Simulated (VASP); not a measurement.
The system is C.

```xyz
1
Lattice="-1.0127 1.0211 1.2929 1.0127 -1.0211 1.2929 1.0127 1.0211 -1.2929" Properties=species:S:1:pos:R:3 pbc="T T T"
C     1.0127    0.0000    0.0000
```

```yaml
Program: VASP 6.6.1
Task: relaxation of cell and atoms
Functional: PBE
Potentials_or_basis: VASP PAW PBE potentials, release 64 (C)
Cutoff: 600 eV
k_mesh: 12 × 12 × 12
Occupations: gaussian, width 0.1 eV
Spin: no spin polarisation
```

At the start: pressure 76.8 GPa; volume 5.35 Å³/atom.

**Question.** How do energy, volume and symmetry change on relaxing?

**Answer.** Over 28 steps the energy falls by 517.4 meV/atom and the volume is 6.74 Å³/atom (+25.9 %); space group I4/mmm (No. 139, to 0.05 Å).

The path:
```
step  energy change (eV)  largest force (eV/Å)  pressure (GPa)  volume (Å³)
   1              0.0000                0.0000           76.85         5.35
   2             -0.4125                0.0000          -13.40         7.55
   3             -0.4218                0.0000           -5.63         7.14
   4             -0.4859                0.0000           -5.66         6.99
   5             -0.4323                0.0000            8.77         6.45
   6             -0.4989                0.0000           -0.01         6.73
   7             -0.5069                0.0000           -3.53         6.86
   8             -0.5086                0.0000            0.77         6.70
   9             -0.5087                0.0000            0.23         6.72
  10             -0.5092                0.0000            0.40         6.71
  11             -0.5109                0.0000            1.01         6.69
  12             -0.5109                0.0000            1.10         6.69
  13             -0.5109                0.0000            1.01         6.69
  14             -0.5109                0.0000            1.01         6.69
  15             -0.5110                0.0000            1.03         6.69
  16             -0.5110                0.0000            1.08         6.69
  17             -0.5111                0.0000            1.18         6.69
  18             -0.5112                0.0000            1.17         6.69
  19             -0.5115                0.0000            1.15         6.69
  20             -0.5121                0.0000            1.11         6.69
  21             -0.5132                0.0000            1.00         6.69
  22             -0.5153                0.0000            0.84         6.70
  23             -0.5171                0.0000            0.61         6.70
  24             -0.5171                0.0000            0.61         6.71
  25             -0.5171                0.0000            0.61         6.71
  26             -0.5171                0.0000            0.55         6.71
  27             -0.5173                0.0000            0.21         6.72
  28             -0.5174                0.0000           -0.36         6.74
```

Final structure:
```
C
1.0
    -1.17365    1.19779    1.19781
     1.17365   -1.19779    1.19781
     1.17365    1.19779   -1.19781
C
1
Cartesian
  1.1737 0.0000 0.0000
```

Caveat: the k points lie up to 0.31 Å⁻¹ apart in the final cell; the volume moved by over 15 % at a fixed basis, so the end points are rough.
